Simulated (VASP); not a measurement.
# Ru (Fm-3m) in VASP: single point with PBE

Aim: the single point of Ru with PBE.

All numbers are computed with VASP 6.6.1; they aren't measurements. Logs are shortened: lines on timing, memory, paths and dates and some standing lists are left out, and cuts for length are marked.

**1. The cell of the first run**

The structure is cubic, space group Fm-3m (No. 225). The conventional cell has a = 3.811 Å, b = 3.811 Å, c = 3.811 Å, α = 90.00°, β = 90.00°, γ = 90.00°. Within 3.6 Å of Ru (site symmetry m-3m) lie 12 Ru at 2.70 Å.

**2. Single point, PBE**

File INCAR:

```
SYSTEM = Ru
PREC     = Accurate       ! precision mode
ENCUT    = 500            ! plane-wave cutoff, eV
EDIFF    = 1E-6           ! SCF threshold, eV
ISMEAR   = -1             ! smearing method
SIGMA    = 0.1            ! smearing width, eV
LREAL    = .False.        ! projectors in reciprocal space
LASPH    = .True.         ! aspherical terms in the spheres
NELM     = 120            ! most SCF steps
ALGO     = Normal         ! electronic algorithm
ISIF     = 2              ! what is computed and relaxed
LWAVE    = .False.        ! write WAVECAR
LCHARG   = .False.        ! write CHGCAR
GGA      = PE             ! functional
NBANDS   = 36             ! bands
GGA_COMPAT= .False.
```

File KPOINTS:

```
regular mesh
0
Gamma
  2 2 2
  0 0 0
```

File POSCAR:

```
Ru
1.0
    3.8113225200      0.0000000000      0.0000000000
    0.0000000000      3.8113225200      0.0000000000
    0.0000000000      0.0000000000      3.8113225200
Ru
4
Direct
    0.5000000000      0.5000000000      0.0000000000
    0.0000000000      0.0000000000      0.0000000000
    0.5000000000      0.0000000000      0.5000000000
    0.0000000000      0.5000000000      0.5000000000
```

Potentials or basis: VASP PAW PBE potentials, release 64 (Ru_pv).

Started as:

```console
cat potpaw_PBE.64/Ru_pv/POTCAR > POTCAR
mpirun -np 1 vasp_std > vasp.out
```

OUTCAR:

```text
SYSTEM = Ru
   PREC = Accurate
   ENCUT = 500
   EDIFF = 1E-6
   ISMEAR = -1
   LREAL = .False.
   LASPH = .True.
   NELM = 120
   ISIF = 2
   GGA = PE

 ion  position               nearest neighbor table
   1  0.500  0.500  0.000-   2 2.70   3 2.70   4 2.70   3 2.70   4 2.70   2 2.70   3 2.70   3 2.70
                             2 2.70   4 2.70   4 2.70   2 2.70
   2  0.000  0.000  0.000-   1 2.70   3 2.70   4 2.70   3 2.70   4 2.70   1 2.70   4 2.70   4 2.70
                             1 2.70   3 2.70   3 2.70   1 2.70
   3  0.500  0.000  0.500-   1 2.70   2 2.70   4 2.70   1 2.70   2 2.70   1 2.70   4 2.70   1 2.70
                             2 2.70   4 2.70   2 2.70   4 2.70
   4  0.000  0.500  0.500-   1 2.70   2 2.70   3 2.70   1 2.70   2 2.70   2 2.70   3 2.70   2 2.70
                             1 2.70   3 2.70   1 2.70   3 2.70

  LATTYP: Found a simple cubic cell.
 ALAT       =     3.8113225200

  Lattice vectors:

 A1 = (   3.8113225200,   0.0000000000,   0.0000000000)
 A2 = (   0.0000000000,   3.8113225200,   0.0000000000)
 A3 = (   0.0000000000,   0.0000000000,   3.8113225200)

Analysis of symmetry for initial positions (statically):
=====================================================================
 Subroutine PRICEL returns following result:

  LATTYP: Found a face centered cubic cell.
 ALAT       =     3.8113225200

  Lattice vectors:

 A1 = (   1.9056612600,  -1.9056612600,   0.0000000000)
 A2 = (   1.9056612600,   0.0000000000,   1.9056612600)
 A3 = (   0.0000000000,  -1.9056612600,   1.9056612600)

   4 primitive cells build up your supercell.

 Routine SETGRP: Setting up the symmetry group for a
 simple cubic supercell.

 Subroutine GETGRP returns: Found 48 space group operations
 (whereof 48 operations were pure point group operations)
 out of a pool of 48 trial point group operations.

The static configuration has the point symmetry O_h .

Analysis of symmetry for dynamics (positions and initial velocities):
=====================================================================
 Subroutine PRICEL returns following result:

  LATTYP: Found a face centered cubic cell.
 ALAT       =     3.8113225200

  Lattice vectors:

 A1 = (   1.9056612600,  -1.9056612600,   0.0000000000)
 A2 = (   1.9056612600,   0.0000000000,   1.9056612600)
 A3 = (   0.0000000000,  -1.9056612600,   1.9056612600)

   4 primitive cells build up your supercell.

 Routine SETGRP: Setting up the symmetry group for a
 simple cubic supercell.

 Subroutine GETGRP returns: Found 48 space group operations
 (whereof 48 operations were pure point group operations)
 out of a pool of 48 trial point group operations.

The dynamic configuration has the point symmetry O_h .

 Subroutine INISYM returns: Found 48 space group operations
 (whereof 48 operations are pure point group operations),
 and found     4 'primitive' translations

----------------------------------------------------------------------------------------

                                     Primitive cell

  volume of cell :      13.8410

  direct lattice vectors                    reciprocal lattice vectors
     1.905661260 -1.905661260  0.000000000     0.262376116 -0.262376116 -0.262376116
     1.905661260  0.000000000  1.905661260     0.262376116  0.262376116  0.262376116
     0.000000000 -1.905661260  1.905661260    -0.262376116 -0.262376116  0.262376116

  length of vectors
     2.695011999  2.695011999  2.695011999     0.454448764  0.454448764  0.454448764

  position of ions in fractional coordinates (direct lattice)
     1.000000000  0.000000000  0.000000000

  ion indices of the primitive-cell ions
   primitive index   ion index
                 1           1

----------------------------------------------------------------------------------------

 KPOINTS: regular mesh

Automatic generation of k-mesh.
 Grid dimensions read from file:
 generate k-points for:    2    2    2

 Generating k-lattice:

  Cartesian coordinates                     Fractional coordinates (reciprocal lattice)
     0.131188058  0.000000000  0.000000000     0.500000000  0.000000000  0.000000000
     0.000000000  0.131188058  0.000000000     0.000000000  0.500000000  0.000000000
     0.000000000  0.000000000  0.131188058     0.000000000  0.000000000  0.500000000

  Length of vectors
     0.131188058  0.131188058  0.131188058

  Shift w.r.t. Gamma in fractional coordinates (k-lattice)
     0.000000000  0.000000000  0.000000000

 Subroutine IBZKPT returns following result:
 ===========================================

 Found      4 irreducible k-points:

 Following reciprocal coordinates:
            Coordinates               Weight
  0.000000  0.000000  0.000000      1.000000
  0.500000  0.000000  0.000000      3.000000
  0.500000  0.500000  0.000000      3.000000
  0.500000  0.500000  0.500000      1.000000
   k-points           NKPTS =      4   k-points in BZ     NKDIM =      4   number of bands    NBANDS=     36
   number of dos      NEDOS =    301   number of ions     NIONS =      4
   total plane-waves  NPLWV =  21952
   dimension x,y,z NGX =    28 NGY =   28 NGZ =   28
   dimension x,y,z NGXF=    56 NGYF=   56 NGZF=   56
   ions per type =               4
   NGX,Y,Z   is equivalent  to a cutoff of  12.21, 12.21, 12.21 a.u.
   NGXF,Y,Z  is equivalent  to a cutoff of  24.43, 24.43, 24.43 a.u.
 SYSTEM =  Ru
   PREC   = accura    normal or accurate (medium, high low for compatibility)
   ISTART =      0    job   : 0-new  1-cont  2-samecut
   ICHARG =      2    charge: 1-file 2-atom 10-const
   ISPIN  =      1    spin polarized calculation?
   LNONCOLLINEAR =      F non collinear calculations
   LSORBIT =      F    spin-orbit coupling
   LASPH  =      T    aspherical Exc in radial PAW
   ENCUT  =  500.0 eV  36.75 Ry    6.06 a.u.   6.95  6.95  6.95*2*pi/ulx,y,z
   NELM   =    120;   NELMIN=  2; NELMDL= -5     # of ELM steps
   EDIFF  = 0.1E-05   stopping-criterion for ELM
   LREAL  =      F    real-space projection
   EDIFFG = 0.1E-04   stopping-criterion for IOM
   NSW    =      0    number of steps for IOM
   IBRION =     -1    ionic relax: 0-MD 1-quasi-New 2-CG
   NFREE  =      0    steps in history (QN), initial steepest desc. (CG)
   ISIF   =      2    stress and relaxation
   ISYM   =      2    0-nonsym 1-usesym 2-fastsym
   POTIM  = 0.5000    time-step for ionic-motion
   TEBEG  =    0.0;   TEEND  =   0.0 temperature during run
   PSTRESS=    0.0 pullay stress
   NELECT =      56.0000    total number of electrons
   NUPDOWN=      -1.0000    fix difference up-down
   EMIN   =  10.00;   EMAX   =-10.00  energy-range for DOS
   EFERMI =   0.00;   METHOD = LEGACY
   ISMEAR =    -1;   SIGMA  =   0.10  broadening in eV -4-tet -1-fermi 0-gaus
   EFERMI_NEDOS =   21; number of points for ismear=-14 and -15
   IALGO  =     38    algorithm
   IMIX   =      4    mixing-type and parameters
     AMIX     =   0.40;   BMIX     =  1.00
     AMIX_MAG =   1.60;   BMIX_MAG =  1.00
  volume/ion in A,a.u.               =      13.84        93.40
  Fermi-wavevector in a.u.,A,eV,Ry     =   1.643344  3.105470 36.743613  2.700579
  Thomas-Fermi vector in A             =   2.733494
   LORBIT       =      0    0 simple, 1 ext, 2 COOP (PROOUT), +10 PAW based schemes
   GGA     = PE    functional components
   LHFCALC =     F    Hartree Fock is set to
   AEXX    =    0.0000 exact exchange contribution
   IVDW    =     0    specifies the selected vdW correction
   LEPSILON=     F    determine dielectric tensor
   LRPA    =     F    only Hartree local field effects (RPA)
 non-spin polarized calculation
  energy-cutoff  :      500.00
  volume of cell :       55.36
 maximum number of plane-waves:      1422
 NGX is ok and might be reduce to    28
   NGX = 13   NGY = 13   NGZ = 13

 number of electron      56.0000035 magnetization

 Free energy of the ion-electron system (eV)
  ---------------------------------------------------
  ext. energy  EPLUGINS =         0.00000000
  ---------------------------------------------------
  free energy    TOTEN  =       -36.23594384 eV

  energy without entropy =      -35.92172033  energy(sigma->0) =      -36.07883209

 E-fermi :  12.2004     XC(G=0): -13.9761

 val. band max:       12.0208398034   @ k =   0.5000   0.0000   0.0000
 cond. band min:      12.2405616854   @ k =   0.5000   0.5000   0.0000
 fundamental gap:      0.2197218819
 Fermi energy:        12.2004450823

 k-point     1 :       0.0000    0.0000    0.0000
  band No.  band energies     occupation
      1     -30.8192      2.00000
      2     -30.8192      2.00000
      3     -30.8192      2.00000
      4     -30.2387      2.00000
      5     -30.2387      2.00000
      6     -30.2387      2.00000
[... 28 lines left out ...]
     35      16.0347      0.00000
     36      16.0347      0.00000

 k-point     2 :       0.5000    0.0000    0.0000
  band No.  band energies     occupation
      1     -30.5341      2.00000
      2     -30.5341      2.00000
      3     -30.5341      2.00000
      4     -30.5341      2.00000
      5     -30.3674      2.00000
      6     -30.3674      2.00000
[... 28 lines left out ...]
     35      22.8021      0.00000
     36      22.8021      0.00000

 k-point     3 :       0.5000    0.5000    0.0000
  band No.  band energies     occupation
      1     -30.5996      2.00000
      2     -30.5996      2.00000
      3     -30.5996      2.00000
      4     -30.5996      2.00000
      5     -30.2992      2.00000
      6     -30.2992      2.00000
[... 28 lines left out ...]
     35      16.6415      0.00000
     36      16.6415      0.00000

 k-point     4 :       0.5000    0.5000    0.5000
  band No.  band energies     occupation
      1     -30.8818      2.00000
      2     -30.8818      2.00000
      3     -30.8818      2.00000
      4     -30.8818      2.00000
      5     -30.0093      2.00000
      6     -30.0093      2.00000
[... 28 lines left out ...]
     35      14.2066      0.00000
     36      14.2066      0.00000

------------------------ aborting loop because EDIFF is reached ----------------------------------------

  FORCE on cell =-STRESS in cart. coord.  units (eV):
  Direction    XX          YY          ZZ          XY          YZ          ZX
  --------------------------------------------------------------------------------------
  -------------------------------------------------------------------------------------
  Total        0.3408888      0.3408888      0.3408888      0.0000000      0.0000000     -0.0000000
  in kB        9.8649787      9.8649787      9.8649787      0.0000000      0.0000000     -0.0000000
  external PRESSURE =       9.8649787 kB  Pullay stress =       0.0000000 kB

 VOLUME and BASIS-vectors are now :
 -----------------------------------------------------------------------------
  energy-cutoff  :      500.00
  volume of cell :       55.36
      direct lattice vectors                 reciprocal lattice vectors
     3.811322520  0.000000000  0.000000000     0.262376116  0.000000000  0.000000000
     0.000000000  3.811322520  0.000000000     0.000000000  0.262376116  0.000000000
     0.000000000  0.000000000  3.811322520     0.000000000  0.000000000  0.262376116

 POSITION                                       TOTAL-FORCE (eV/Angst)
 -----------------------------------------------------------------------------------
      1.90566      1.90566      0.00000         0.000000     -0.000000      0.000000
      0.00000      0.00000      0.00000        -0.000000     -0.000000      0.000000
      1.90566      0.00000      1.90566         0.000000     -0.000000      0.000000
      0.00000      1.90566      1.90566         0.000000      0.000000     -0.000000
 -----------------------------------------------------------------------------------
    total drift:                                0.000000      0.000000      0.000000

  FREE ENERGIE OF THE ION-ELECTRON SYSTEM (eV)
  ---------------------------------------------------
  free  energy   TOTEN  =       -36.2359438412 eV

  energy  without entropy=      -35.9217203339  energy(sigma->0) =      -36.07883209
```

Run time: 10 s. Hardware: 1 thread of Intel Xeon 6975P-C, shared host; peak memory 0.15 GiB.

Results:

* Free energy: -36.2359 eV
* Pressure: 1.0 GPa
* Band gap on the k mesh: zero (band 28 reaches 14.71 eV, above the bottom of band 29 at 12.02 eV)

Levels at points of the mesh, in eV from the Fermi level:
```tsv
k point	band 24	band 25	band 26	band 27	band 28	band 29
(0.00, 0.00, 0.00)	0.18	1.96	1.96	1.96	2.51	2.51
(0.50, 0.00, 0.00)	-1.10	-0.39	-0.39	-0.39	-0.39	-0.18
(0.50, 0.50, 0.00)	-2.81	-0.93	-0.93	-0.93	-0.93	0.04
(0.50, 0.50, 0.50)	-2.34	1.23	1.23	1.23	1.23	2.01
```

Caveat: the k points lie up to 0.82 Å⁻¹ apart.
